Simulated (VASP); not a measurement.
# SnTe (F-43m) in VASP: further runs

The runs below take SnTe through single point, relaxation of cell and atoms, with PBEsol.

Everything below comes from runs of VASP 6.6.1. Logs are shortened: lines on timing, memory, paths and dates and some standing lists are left out, and cuts for length are marked.

## (1) The cell of the first run

Symmetry: F-43m, No. 216, cubic system. The conventional cell has a = 7.016 Å, b = 7.016 Å, c = 7.016 Å, α = 90.00°, β = 90.00°, γ = 90.00°. Sn (site symmetry -43m) has 4 Te at 3.04 Å within 4.0 Å. Te (site symmetry -43m) has 4 Sn at 3.04 Å within 4.0 Å.

## (2) Single point, PBEsol

The input, INCAR:

```
ALGO = Normal
EDIFF = 1E-6
ENCUT = 520
GGA = PS
ISIF = 2
ISMEAR = -1
LASPH = T
LCHARG = T
LELF = T
LREAL = F
LVHAR = T
LWAVE = F
NBANDS = 17
NELM = 60
PREC = Accurate
SIGMA = 0.05
```

The input, KPOINTS:

```
k-points
0
Gamma
  4 4 4
```

The input, POSCAR:

```
SnTe
1.0
    0.0000000000      3.5077834267      3.5077834267
    3.5077834267      0.0000000000      3.5077834267
    3.5077834267      3.5077834267      0.0000000000
Sn Te
1 1
Direct
    0.0000000000      0.0000000000      0.0000000000
    0.7500000000      0.7500000000      0.7500000000
```

Potentials or basis: VASP PAW PBE potentials, release 64 (Sn_d, Te).

The run is started by

```console
> cat potpaw_PBE.64/Sn_d/POTCAR potpaw_PBE.64/Te/POTCAR > POTCAR
> mpirun -np 1 vasp_std > vasp.out
```

OUTCAR:

```text
EDIFF = 1E-6
   ENCUT = 520
   GGA = PS
   ISIF = 2
   ISMEAR = -1
   LASPH = T
   LREAL = F
   NELM = 60
   PREC = Accurate

 ion  position               nearest neighbor table
   1  0.000  0.000  0.000-   2 3.04   2 3.04   2 3.04   2 3.04
   2  0.750  0.750  0.750-   1 3.04   1 3.04   1 3.04   1 3.04

  LATTYP: Found a face centered cubic cell.
 ALAT       =     7.0155668534

  Lattice vectors:

 A1 = (   0.0000000000,   3.5077834267,   3.5077834267)
 A2 = (   3.5077834267,   0.0000000000,   3.5077834267)
 A3 = (   3.5077834267,   3.5077834267,   0.0000000000)

Analysis of symmetry for initial positions (statically):
=====================================================================
 Subroutine PRICEL returns:
 Original cell was already a primitive cell.

 Routine SETGRP: Setting up the symmetry group for a
 face centered cubic supercell.

 Subroutine GETGRP returns: Found 24 space group operations
 (whereof 24 operations were pure point group operations)
 out of a pool of 48 trial point group operations.

The static configuration has the point symmetry T_d .

Analysis of symmetry for dynamics (positions and initial velocities):
=====================================================================
 Subroutine PRICEL returns:
 Original cell was already a primitive cell.

 Routine SETGRP: Setting up the symmetry group for a
 face centered cubic supercell.

 Subroutine GETGRP returns: Found 24 space group operations
 (whereof 24 operations were pure point group operations)
 out of a pool of 48 trial point group operations.

The dynamic configuration has the point symmetry T_d .

 Subroutine INISYM returns: Found 24 space group operations
 (whereof 24 operations are pure point group operations),
 and found     1 'primitive' translations

----------------------------------------------------------------------------------------

                                     Primitive cell

  volume of cell :      86.3234

  direct lattice vectors                    reciprocal lattice vectors
     0.000000000  3.507783427  3.507783427    -0.142540157  0.142540157  0.142540157
     3.507783427  0.000000000  3.507783427     0.142540157 -0.142540157  0.142540157
     3.507783427  3.507783427  0.000000000     0.142540157  0.142540157 -0.142540157

  length of vectors
     4.960754896  4.960754896  4.960754896     0.246886794  0.246886794  0.246886794

  position of ions in fractional coordinates (direct lattice)
     0.000000000  0.000000000  0.000000000
     0.750000000  0.750000000  0.750000000

  ion indices of the primitive-cell ions
   primitive index   ion index
                 1           1
                 2           2

----------------------------------------------------------------------------------------

 KPOINTS: k-points

Automatic generation of k-mesh.
 Grid dimensions read from file:
 generate k-points for:    4    4    4

 Generating k-lattice:

  Cartesian coordinates                     Fractional coordinates (reciprocal lattice)
    -0.035635039  0.035635039  0.035635039     0.250000000  0.000000000  0.000000000
     0.035635039 -0.035635039  0.035635039     0.000000000  0.250000000  0.000000000
     0.035635039  0.035635039 -0.035635039     0.000000000  0.000000000  0.250000000

  Length of vectors
     0.061721698  0.061721698  0.061721698

  Shift w.r.t. Gamma in fractional coordinates (k-lattice)
     0.000000000  0.000000000  0.000000000

 Subroutine IBZKPT returns following result:
 ===========================================

 Found      8 irreducible k-points:

 Following reciprocal coordinates:
            Coordinates               Weight
  0.000000  0.000000  0.000000      1.000000
  0.250000  0.000000  0.000000      8.000000
  0.500000  0.000000  0.000000      4.000000
  0.250000  0.250000  0.000000      6.000000
  0.500000  0.250000  0.000000     24.000000
 -0.250000  0.250000  0.000000     12.000000
  0.500000  0.500000  0.000000      3.000000
 -0.250000  0.500000  0.250000      6.000000
   k-points           NKPTS =      8   k-points in BZ     NKDIM =      8   number of bands    NBANDS=     17
   number of dos      NEDOS =    301   number of ions     NIONS =      2
   total plane-waves  NPLWV =  64000
   dimension x,y,z NGX =    40 NGY =   40 NGZ =   40
   dimension x,y,z NGXF=    80 NGYF=   80 NGZF=   80
   ions per type =               1   1
   NGX,Y,Z   is equivalent  to a cutoff of  13.40, 13.40, 13.40 a.u.
   NGXF,Y,Z  is equivalent  to a cutoff of  26.81, 26.81, 26.81 a.u.
 SYSTEM =  unknown system
   PREC   = accura    normal or accurate (medium, high low for compatibility)
   ISTART =      0    job   : 0-new  1-cont  2-samecut
   ICHARG =      2    charge: 1-file 2-atom 10-const
   ISPIN  =      1    spin polarized calculation?
   LNONCOLLINEAR =      F non collinear calculations
   LSORBIT =      F    spin-orbit coupling
   LASPH  =      T    aspherical Exc in radial PAW
   ENCUT  =  520.0 eV  38.22 Ry    6.18 a.u.   9.22  9.22  9.22*2*pi/ulx,y,z
   NELM   =     60;   NELMIN=  2; NELMDL= -5     # of ELM steps
   EDIFF  = 0.1E-05   stopping-criterion for ELM
   LREAL  =      F    real-space projection
   EDIFFG = 0.1E-04   stopping-criterion for IOM
   NSW    =      0    number of steps for IOM
   IBRION =     -1    ionic relax: 0-MD 1-quasi-New 2-CG
   NFREE  =      0    steps in history (QN), initial steepest desc. (CG)
   ISIF   =      2    stress and relaxation
   ISYM   =      2    0-nonsym 1-usesym 2-fastsym
   POTIM  = 0.5000    time-step for ionic-motion
   TEBEG  =    0.0;   TEEND  =   0.0 temperature during run
   PSTRESS=    0.0 pullay stress
   NELECT =      20.0000    total number of electrons
   NUPDOWN=      -1.0000    fix difference up-down
   EMIN   =  10.00;   EMAX   =-10.00  energy-range for DOS
   EFERMI =   0.00;   METHOD = LEGACY
   ISMEAR =    -1;   SIGMA  =   0.05  broadening in eV -4-tet -1-fermi 0-gaus
   EFERMI_NEDOS =   21; number of points for ismear=-14 and -15
   IALGO  =     38    algorithm
   IMIX   =      4    mixing-type and parameters
     AMIX     =   0.40;   BMIX     =  1.00
     AMIX_MAG =   1.60;   BMIX_MAG =  1.00
  volume/ion in A,a.u.               =      43.16       291.27
  Fermi-wavevector in a.u.,A,eV,Ry     =   1.005485  1.900090 13.755478  1.010999
  Thomas-Fermi vector in A             =   2.138167
   LORBIT       =      0    0 simple, 1 ext, 2 COOP (PROOUT), +10 PAW based schemes
   GGA     = PS    functional components
   LHFCALC =     F    Hartree Fock is set to
   AEXX    =    0.0000 exact exchange contribution
   IVDW    =     0    specifies the selected vdW correction
   LEPSILON=     F    determine dielectric tensor
   LRPA    =     F    only Hartree local field effects (RPA)
 non-spin polarized calculation
  energy-cutoff  :      520.00
  volume of cell :       86.32
 maximum number of plane-waves:      2346
 NGX is ok and might be reduce to    40
   NGX = 19   NGY = 19   NGZ = 19

 number of electron      19.9999999 magnetization

 Free energy of the ion-electron system (eV)
  ---------------------------------------------------
  ext. energy  EPLUGINS =         0.00000000
  ---------------------------------------------------
  free energy    TOTEN  =        -7.66337919 eV

  energy without entropy =       -7.65315508  energy(sigma->0) =       -7.65826714

 E-fermi :   3.8737     XC(G=0):  -8.0300

 val. band max:        3.6775528216   @ k =   0.5000   0.5000   0.0000
 cond. band min:       3.8971482313   @ k =  -0.2500   0.5000   0.2500
 fundamental gap:      0.2195954097
 Fermi energy:         3.8737163200

 k-point     1 :       0.0000    0.0000    0.0000
  band No.  band energies     occupation
      1     -17.9181      2.00000
      2     -17.9181      2.00000
      3     -17.9181      2.00000
      4     -17.9026      2.00000
      5     -17.9026      2.00000
      6      -8.2901      2.00000
      7      -1.1896      2.00000
      8       1.6063      2.00000
      9       1.6063      2.00000
     10       1.6063      2.00000
     11       4.7150      0.00000
     12       4.7150      0.00000
     13       4.7150      0.00000
     14       7.7112      0.00000
     15      10.2069      0.00000
     16      10.2069      0.00000
     17      11.2995      0.00000

 k-point     2 :       0.2500    0.0000    0.0000
  band No.  band energies     occupation
      1     -17.9193      2.00000
      2     -17.9170      2.00000
      3     -17.9170      2.00000
      4     -17.9026      2.00000
      5     -17.9026      2.00000
      6      -8.0069      2.00000
      7      -2.4639      2.00000
      8       1.2707      2.00000
      9       1.2707      2.00000
     10       1.7896      2.00000
     11       5.2544      0.00000
     12       5.2544      0.00000
     13       5.5514      0.00000
     14       9.0451      0.00000
     15       9.5497      0.00000
     16       9.5497      0.00000
     17      10.8657      0.00000

 k-point     3 :       0.5000    0.0000    0.0000
  band No.  band energies     occupation
      1     -17.9205      2.00000
      2     -17.9160      2.00000
      3     -17.9160      2.00000
      4     -17.9024      2.00000
      5     -17.9024      2.00000
      6      -7.6456      2.00000
      7      -3.4837      2.00000
      8       1.0139      2.00000
      9       1.0139      2.00000
     10       1.5950      2.00000
     11       5.5577      0.00000
     12       5.5577      0.00000
     13       7.4581      0.00000
     14       9.2780      0.00000
     15      10.2037      0.00000
     16      10.7297      0.00000
     17      10.7297      0.00000

 k-point     4 :       0.2500    0.2500    0.0000
  band No.  band energies     occupation
      1     -17.9210      2.00000
      2     -17.9159      2.00000
      3     -17.9159      2.00000
      4     -17.9033      2.00000
      5     -17.9020      2.00000
      6      -7.9055      2.00000
      7      -2.7028      2.00000
      8       0.8037      2.00000
      9       0.8037      2.00000
     10       2.8360      2.00000
     11       3.9711      0.24952
     12       6.2278      0.00000
     13       6.2278      0.00000
     14       8.1328      0.00000
     15       9.9795      0.00000
     16      10.8360      0.00000
     17      12.6499      0.00000

 k-point     5 :       0.5000    0.2500    0.0000
  band No.  band energies     occupation
      1     -17.9219      2.00000
      2     -17.9151      2.00000
      3     -17.9148      2.00000
      4     -17.9032      2.00000
      5     -17.9020      2.00000
      6      -7.5236      2.00000
      7      -3.6090      2.00000
      8       0.0445      2.00000
      9       0.5996      2.00000
     10       3.0751      2.00000
     11       4.8640      0.00000
     12       6.6421      0.00000
     13       6.6821      0.00000
     14       9.1035      0.00000
     15      10.3935      0.00000
     16      10.9857      0.00000
     17      11.8422      0.00000

 k-point     6 :      -0.2500    0.2500    0.0000
  band No.  band energies     occupation
      1     -17.9207      2.00000
      2     -17.9158      2.00000
      3     -17.9157      2.00000
      4     -17.9026      2.00000
      5     -17.9025      2.00000
      6      -7.6590      2.00000
      7      -3.3326      2.00000
      8       0.0298      2.00000
      9       0.9918      2.00000
     10       2.8598      2.00000
     11       5.6257      0.00000
     12       5.8529      0.00000
     13       6.1286      0.00000
     14       9.1701      0.00000
     15       9.4549      0.00000
     16      10.7520      0.00000
     17      11.9574      0.00000

 k-point     7 :       0.5000    0.5000    0.0000
  band No.  band energies     occupation
      1     -17.9239      2.00000
      2     -17.9136      2.00000
      3     -17.9136      2.00000
      4     -17.9040      2.00000
      5     -17.9014      2.00000
      6      -7.3794      2.00000
      7      -3.8766      2.00000
      8       0.2754      2.00000
      9       0.2754      2.00000
     10       3.0059      2.00000
     11       3.6776      1.96121
     12       7.9815      0.00000
     13       7.9815      0.00000
     14       9.2285      0.00000
     15      10.3906      0.00000
     16      12.0372      0.00000
     17      12.0382      0.00000

 k-point     8 :      -0.2500    0.5000    0.2500
  band No.  band energies     occupation
      1     -17.9222      2.00000
      2     -17.9154      2.00000
      3     -17.9137      2.00000
      4     -17.9033      2.00000
      5     -17.9020      2.00000
      6      -7.3748      2.00000
      7      -3.8479      2.00000
      8      -0.0355      2.00000
      9       0.0645      2.00000
     10       3.8971      0.76988
     11       5.1986      0.00000
     12       5.9020      0.00000
     13       6.9014      0.00000
     14       9.1906      0.00000
     15      10.2590      0.00000
     16      11.7488      0.00000
     17      11.7701      0.00000

------------------------ aborting loop because EDIFF is reached ----------------------------------------

  FORCE on cell =-STRESS in cart. coord.  units (eV):
  Direction    XX          YY          ZZ          XY          YZ          ZX
  --------------------------------------------------------------------------------------
  -------------------------------------------------------------------------------------
  Total       -0.0075948     -0.0075948     -0.0075948      0.0000000      0.0000000      0.0000000
  in kB       -0.1409609     -0.1409609     -0.1409609      0.0000000      0.0000000      0.0000000
  external PRESSURE =      -0.1409609 kB  Pullay stress =       0.0000000 kB

 VOLUME and BASIS-vectors are now :
 -----------------------------------------------------------------------------
  energy-cutoff  :      520.00
  volume of cell :       86.32
      direct lattice vectors                 reciprocal lattice vectors
     0.000000000  3.507783427  3.507783427    -0.142540157  0.142540157  0.142540157
     3.507783427  0.000000000  3.507783427     0.142540157 -0.142540157  0.142540157
     3.507783427  3.507783427  0.000000000     0.142540157  0.142540157 -0.142540157

 POSITION                                       TOTAL-FORCE (eV/Angst)
 -----------------------------------------------------------------------------------
      0.00000      0.00000      0.00000        -0.000000     -0.000000     -0.000000
      5.26168      5.26168      5.26168         0.000000      0.000000      0.000000
 -----------------------------------------------------------------------------------
    total drift:                                0.000000      0.000000      0.000000

  FREE ENERGIE OF THE ION-ELECTRON SYSTEM (eV)
  ---------------------------------------------------
  free  energy   TOTEN  =        -7.6633791907 eV

  energy  without entropy=       -7.6531550810  energy(sigma->0) =       -7.65826714
```

Run time: 12 s. Hardware: 1 thread of Intel Xeon Platinum 8488C (Sapphire Rapids), shared host; peak memory 0.23 GiB.

What came out:

```yaml
Free_energy: -7.6634 eV
Pressure: 0.0 GPa
Band_gap_on_the_k_mesh: zero (band 10 reaches 3.90 eV, above the bottom of band 11 at 3.68 eV)
```

Levels at points of the mesh, in eV from the Fermi level:
```csv
k point,band 7,band 8,band 9,band 10,band 11,band 12,band 13,band 14
"(0.00, 0.00, 0.00)",-5.06,-2.27,-2.27,-2.27,0.84,0.84,0.84,3.84
"(0.50, 0.00, 0.00)",-7.36,-2.86,-2.86,-2.28,1.68,1.68,3.58,5.40
"(0.50, 0.50, 0.00)",-7.75,-3.60,-3.60,-0.87,-0.20,4.11,4.11,5.35
```

Caveat: the k points lie up to 0.39 Å⁻¹ apart; the PAW data sets were made with another functional, which shifts forces and pressure a little; spin-orbit coupling is left out, which moves the levels of the heavy elements.

## (3) Single point, PBEsol

The input, INCAR:

```
SYSTEM = SnTe
ALGO = Normal
EDIFF = 1E-7
ENCUT = 520
GGA = PS
ISIF = 2
ISMEAR = -1
LASPH = .TRUE.
LCHARG = .TRUE.
LELF = .TRUE.
LREAL = .FALSE.
LVHAR = .TRUE.
LWAVE = .FALSE.
NBANDS = 17
NELM = 60
PREC = Accurate
SIGMA = 0.05
```

The input, KPOINTS:

```
k-points
0
G
  4 4 4
  0 0 0
```

The input, POSCAR:

```
SnTe
1.0
    0.0000000000      3.5077840481      3.5077840481
    3.5077840481      0.0000000000      3.5077840481
    3.5077840481      3.5077840481      0.0000000000
Sn Te
1 1
Direct
    0.0000000000      0.0000000000      0.0000000000
    0.7500000000      0.7500000000      0.7500000000
```

Potentials or basis: VASP PAW PBE potentials, release 64 (Sn_d, Te).

The run is started by

```console
> cat potpaw_PBE.64/Sn_d/POTCAR potpaw_PBE.64/Te/POTCAR > POTCAR
> mpirun -np 1 vasp_std > vasp.out
```

Run time: 14 s. Hardware: 1 thread of Intel Xeon Platinum 8488C (Sapphire Rapids), shared host; peak memory 0.23 GiB.

Results (log left out):

| Quantity | Value |
| --- | --- |
| Free energy | -7.6634 eV |
| Pressure | 0.0 GPa |
| Band gap on the k mesh | zero (band 10 reaches 3.90 eV, above the bottom of band 11 at 3.68 eV) |

Levels at points of the mesh, in eV from the Fermi level:
| k point | band 6 | band 7 | band 8 | band 9 | band 10 | band 11 | band 12 | band 13 | band 14 | band 15 |
| --- | --- | --- | --- | --- | --- | --- | --- | --- | --- | --- |
| (0.00, 0.00, 0.00) | -12.16 | -5.06 | -2.27 | -2.27 | -2.27 | 0.84 | 0.84 | 0.84 | 3.84 | 6.33 |
| (0.50, 0.00, 0.00) | -11.52 | -7.36 | -2.86 | -2.86 | -2.28 | 1.68 | 1.68 | 3.58 | 5.40 | 6.33 |
| (0.50, 0.50, 0.00) | -11.25 | -7.75 | -3.60 | -3.60 | -0.87 | -0.20 | 4.11 | 4.11 | 5.35 | 6.52 |

Caveat: the k points lie up to 0.39 Å⁻¹ apart; the PAW data sets were made with another functional, which shifts forces and pressure a little; spin-orbit coupling is left out, which moves the levels of the heavy elements.

(Part 1 of 2 ends here.)
